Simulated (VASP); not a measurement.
# BeS in VASP: further runs, part 2 of 2

VASP 6.6.1. The steps go on from the part before.

## 5. Single point, PBE (uniaxial x strain +4.0%)

INCAR

```
PREC = Accurate ; ENCUT = 520
EDIFF = 1E-6 ; ISMEAR = 0
SIGMA = 0.01 ; LREAL = False
LASPH = True ; NELM = 80
ALGO = Normal ; ISIF = 2
LWAVE = False ; LCHARG = True
GGA = PE ; LELF = True
LVHAR = True ; NBANDS = 11
```

KPOINTS

```
regular mesh
0
Gamma
  6 6 6
```

POSCAR

```
BeS
1.0
    0.0000000000      2.3172971969      2.3172971969
    2.4099890848      0.0000000000      2.3172971969
    2.4099890848      2.3172971969      0.0000000000
Be S
1 1
Direct
    0.0000000000      0.0000000000      0.0000000000
    0.5000000000      0.5000000000      0.5000000000
```

Potentials or basis: VASP PAW PBE potentials, release 64 (Be, S).

Launch:

```bash
> cat potpaw_PBE.64/Be/POTCAR potpaw_PBE.64/S/POTCAR > POTCAR
> mpirun -np 1 vasp_std > vasp.out
```

OUTCAR:

```text
PREC = Accurate
   ENCUT = 520
   EDIFF = 1E-6
   ISMEAR = 0
   LREAL = False
   LASPH = True
   NELM = 80
   ISIF = 2
   GGA = PE

 ion  position               nearest neighbor table
   1  0.000  0.000  0.000-   2 2.32   2 2.32   2 2.32   2 2.32   2 2.41   2 2.41
   2  0.500  0.500  0.500-   1 2.32   1 2.32   1 2.32   1 2.32   1 2.41   1 2.41

  LATTYP: Found a body centered tetragonal cell.
 ALAT       =     3.2771531239
 C/A-ratio  =     1.4707821049

  Lattice vectors:

 A1 = (   2.4099890848,   0.0000000000,   2.3172971969)
 A2 = (   2.4099890848,   0.0000000000,  -2.3172971969)
 A3 = (  -2.4099890848,   2.3172971969,   0.0000000000)

Analysis of symmetry for initial positions (statically):
=====================================================================
 Subroutine PRICEL returns:
 Original cell was already a primitive cell.

 Routine SETGRP: Setting up the symmetry group for a
 body centered tetragonal supercell.

 Subroutine GETGRP returns: Found 16 space group operations
 (whereof 16 operations were pure point group operations)
 out of a pool of 16 trial point group operations.

[... 173 lines left out ...]
      3       5.6929      2.00000
      4       6.1217      2.00000
      5      10.9807      0.00000
      6      14.6871      0.00000
      7      14.7003      0.00000
      8      15.1663      0.00000
      9      15.1663      0.00000
     10      15.9370      0.00000
     11      15.9370      0.00000
[... 309 lines left out ...]
 k-point    24 :       0.3333   -0.3333    0.1667
  band No.  band energies     occupation
      1      -5.7595      2.00000
      2       0.1857      2.00000
      3       1.8011      2.00000
      4       3.5706      2.00000
      5      10.2295      0.00000
      6      10.8412      0.00000
      7      15.3014      0.00000
      8      16.0374      0.00000
      9      18.2727      0.00000
     10      18.7167      0.00000
     11      23.4592      0.00000

 [... further k-points ...]

------------------------ aborting loop because EDIFF is reached ----------------------------------------

  FORCE on cell =-STRESS in cart. coord.  units (eV):
  Direction    XX          YY          ZZ          XY          YZ          ZX
  --------------------------------------------------------------------------------------
  -------------------------------------------------------------------------------------
  Total       -0.9107697     -0.4794711     -0.4794711      0.0000000      0.0000000     -0.0000000
  in kB      -56.3781204    -29.6800411    -29.6800411      0.0000000      0.0000000     -0.0000000
  external PRESSURE =     -38.5794009 kB  Pullay stress =       0.0000000 kB

 VOLUME and BASIS-vectors are now :
 -----------------------------------------------------------------------------
  energy-cutoff  :      520.00
  volume of cell :       25.88
      direct lattice vectors                 reciprocal lattice vectors
     0.000000000  2.317297197  2.317297197    -0.207469819  0.215768612  0.215768612
     2.409989085  0.000000000  2.317297197     0.207469819 -0.215768612  0.215768612
     2.409989085  2.317297197  0.000000000     0.207469819  0.215768612 -0.215768612

 POSITION                                       TOTAL-FORCE (eV/Angst)
 -----------------------------------------------------------------------------------
      0.00000      0.00000      0.00000         0.000000      0.000000     -0.000000
      2.40999      2.31730      2.31730        -0.000000     -0.000000      0.000000
 -----------------------------------------------------------------------------------
    total drift:                               -0.000000     -0.000000      0.000000

  FREE ENERGIE OF THE ION-ELECTRON SYSTEM (eV)
  ---------------------------------------------------
  free  energy   TOTEN  =        -8.8594850765 eV

  energy  without entropy=       -8.8594850765  energy(sigma->0) =       -8.85948508
```

OSZICAR:

```text
N       E                     dE             d eps       ncg     rms          rms(c)
DAV:   1     0.180475907422E+02    0.18048E+02   -0.39682E+03   660   0.627E+02
DAV:   2    -0.791998733252E+01   -0.25968E+02   -0.24815E+02   886   0.110E+02
DAV:   3    -0.894403002397E+01   -0.10240E+01   -0.10205E+01   848   0.210E+01
DAV:   4    -0.894929663393E+01   -0.52666E-02   -0.52635E-02   855   0.174E+00
DAV:   5    -0.894932889475E+01   -0.32261E-04   -0.32260E-04   845   0.129E-01    0.596E+00
DAV:   6    -0.885995512441E+01    0.89374E-01   -0.22522E-01   770   0.194E+00    0.402E+00
DAV:   7    -0.885851516590E+01    0.14400E-02   -0.70167E-02   902   0.126E+00    0.171E+00
DAV:   8    -0.885950153676E+01   -0.98637E-03   -0.64353E-03   776   0.391E-01    0.372E-01
DAV:   9    -0.885946947666E+01    0.32060E-04   -0.20132E-04   783   0.860E-02    0.640E-02
DAV:  10    -0.885948469166E+01   -0.15215E-04   -0.28304E-05   794   0.301E-02    0.810E-03
DAV:  11    -0.885948507646E+01   -0.38481E-06   -0.53399E-06   788   0.116E-02
   1 F= -.88594851E+01 E0= -.88594851E+01  d E =-.255902E-54
```

stdout:

```text
POSCAR found type information on POSCAR BeS
 POSCAR found :  2 types and       2 ions
 scaLAPACK will be used
 LDA part: xc-table for (Slater+PW92), standard interpolation
 POSCAR, INCAR and KPOINTS ok, starting setup
 FFT: planning ... GRIDC
 FFT: planning ... GRID_SOFT
 FFT: planning ... GRID
 WAVECAR not read
 entering main loop
```

It took 7 s on 1 thread of Intel Xeon Platinum 8488C (Sapphire Rapids), shared host; peak memory 0.14 GiB.

What came out:

- Free energy: -8.8595 eV
- Pressure: -3.9 GPa
- Band gap on the k mesh: 0.82 eV, indirect (least direct gap 3.63 eV)

Levels at points of the mesh, in eV from the valence-band top:
```
           k point  band 1  band 2  band 3  band 4  band 5  band 6  band 7  band 8  band 9
(0.00, 0.00, 0.00)  -14.77   -0.44   -0.44   -0.01    4.85    8.55    8.57    9.03    9.03
(0.50, 0.00, 0.00)  -12.64   -6.93   -0.61   -0.37    3.65    4.11    4.27    9.84   15.16
(0.50, 0.50, 0.00)  -11.58   -6.47   -3.38   -2.81    0.82    4.45   10.65   12.02   13.39
(0.00, 0.50, 0.50)  -11.89   -6.47   -2.87   -2.87    1.23    4.62   11.59   11.59   12.52
```

Caveat: the cell differs from its parent crystal (uniaxial x strain +4.0%).

## 6. The runs side by side

| cell | gap on the mesh (eV) | pressure (GPa) |
| --- | --- | --- |
| a = 3.146 Å, angles 60.0°, 2 atoms | 1.03 | 16.3 |
| a = 3.277 Å, angles 60.0°, 2 atoms | 0.98 | -0.2 |
| a = 3.343 Å, angles 60.0°, 2 atoms | 0.94 | -5.9 |
| a = 3.277, b = 3.343, c = 3.343 Å, angles 58.7, 60.7, 60.7°, 2 atoms | 0.82 | -3.9 |

Alike in all rows: task single point; level PBE; potentials or basis VASP PAW PBE potentials, release 64 (Be, S); no spin polarisation; k mesh 6 × 6 × 6; cutoff (eV) 520; smearing gaussian 0.01 eV.

Total energies depend on the potentials used, so only differences within one code and one set of settings carry meaning.
